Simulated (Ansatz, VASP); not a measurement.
Two plane-wave programs on LiF

```
Li F
1.0
     0.00000    2.01400    2.01400
     2.16505    0.00000    2.01400
     2.16505    2.01400    0.00000
Li F
1 1
Direct
  0.00000 0.00000 0.00000
  0.50000 0.50000 0.50000
```

Change from the starting cell: strain +0.0750 x Voigt [1, 0, 0, 0, 0, 0], atoms carried along.

Alike in both runs: task single point; functional r2SCAN; k mesh 10 × 10 × 10; occupations gaussian, width 0.05 eV; no spin polarisation.

```csv
,VASP,Ansatz
version,VASP 6.6.1,Ansatz 0.2.0
potentials or method,"VASP PAW PBE potentials, release 64 (Li_sv, F), cutoff 520 eV","scalar-relativistic, plane waves, PAW"
valence electrons in the cell,10,10
```

|  | VASP | Ansatz | Ansatz less VASP |
| --- | --- | --- | --- |
| gap on the k mesh at the Fermi level (eV) | 9.50 | 9.33 | -0.176 |
| least direct gap on the mesh (eV) | 9.50 | 9.33 | -0.176 |

VASP's potentials were made for PBE, not for r2SCAN.

Noted on VASP's run: the cutoff is short for stress, so the pressure is rough.
